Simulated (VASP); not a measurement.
Set up this calculation in VASP 6.6.1, as the native input.

- Task: single point
- Functional: r2SCAN
- Potentials or basis: VASP PAW PBE potentials, release 64 (Ba_sv)
- Cutoff: 520 eV
- k mesh: 16 × 16 × 16
- Occupations: gaussian, width 0.1 eV
- Spin: no spin polarisation
- Dipole correction: no
- Further INCAR settings: ALGO = Normal; EDIFF = 1e-07; NBANDS = 11

Ba:

```
Ba
1.0
    -2.53167    2.53167    2.54171
     2.53167   -2.53167    2.54171
     2.53167    2.53167   -2.54171
Ba
1
Cartesian
  0.0000 0.0000 0.0000
```

The input as run:

POSCAR

```
Ba
1.0
   -2.5316681000      2.5316681000      2.5417119722
    2.5316681000     -2.5316681000      2.5417119722
    2.5316681000      2.5316681000     -2.5417119722
Ba
1
Direct
    0.0000000000      0.0000000000      0.0000000000
```

INCAR.step1

```
  PREC = Accurate
  ENCUT = 520
  ISMEAR = 0
  SIGMA = 0.1
  LREAL = False
  LASPH = True
  NELM = 100
  NBANDS = 11
  GGA = PE
  ALGO = Normal
  EDIFF = 1E-4
  LWAVE = True
  LCHARG = False
```

INCAR.step2

```
  PREC = Accurate
  ENCUT = 520
  EDIFF = 1E-7
  ISMEAR = 0
  SIGMA = 0.1
  LREAL = False
  LASPH = True
  NELM = 100
  ALGO = Normal
  ISIF = 2
  LWAVE = False
  LCHARG = False
  METAGGA = R2SCAN
  LMIXTAU = True
  NBANDS = 11
  ISTART = 1
```

KPOINTS

```
regular mesh
0
Gamma
  16 16 16
```

Potentials or basis: VASP PAW PBE potentials, release 64 (Ba_sv).

Run with:

```sh
$ cat potpaw_PBE.64/Ba_sv/POTCAR > POTCAR
$ cp INCAR.step1 INCAR
$ mpirun -np 1 vasp_std > vasp.out
$ cp INCAR.step2 INCAR
$ mpirun -np 1 vasp_std > vasp.out
```

Results of the run:

```json
{
  "Pressure": "0.0 GPa",
  "Band gap on the k mesh": "zero (bands 5 and 6 overlap by 1.10 eV)"
}
```

Caveat: the PAW data sets were made with another functional, which shifts forces and pressure a little; spin-orbit coupling is left out, which moves the levels of the heavy elements.

Wall time 16 min on 1 thread of Intel(R) Xeon(R) Platinum 8259CL CPU @ 2.50GHz (Skylake/Cascade Lake), on a shared host, peak memory 0.4 GiB.
